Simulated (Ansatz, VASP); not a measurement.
**Two plane-wave programs on TiAl3**

```
CELL_PARAMETERS angstrom
-1.91111 1.91111 4.28067
1.91111 -1.91111 4.28067
1.91111 1.91111 -4.28067
ATOMIC_POSITIONS crystal
Ti 0.00000 0.00000 0.00000
Al 0.25000 0.75000 0.50000
Al 0.75000 0.25000 0.50000
Al 0.50000 0.50000 0.00000
```

Alike in both runs: task single point; functional r2SCAN; k mesh 10 × 10 × 10; occupations fermi-dirac, width 0.05 eV; no spin polarisation.

|  | VASP | Ansatz |
| --- | --- | --- |
| version | VASP 6.6.1 | Ansatz 0.2.0 |
| potentials or method | VASP PAW PBE potentials, release 64 (Ti_sv, Al) | Ansatz PAW |
| plane-wave cutoff (eV) | 520 | 500 |
| valence electrons in the cell | 21 | 21 |

VASP gave:

| Property | Result |
| --- | --- |
| gap on the k mesh at the Fermi level (eV) | none |
| pressure (GPa) | 0.0 |
| traceless stress, the component that is largest in VASP (GPa) | -0.19 |

Question: Which values does Ansatz return?

Answer: gap on the k mesh at the Fermi level (eV): none; pressure (GPa): 0.1; traceless stress, the component that is largest in VASP (GPa): -0.21.

VASP's potentials were made for PBE, not for r2SCAN. A gap of «none» marks a metal or a gap that the smearing closes. With one functional, cell and mesh, what is left measures potentials, basis and numerics.
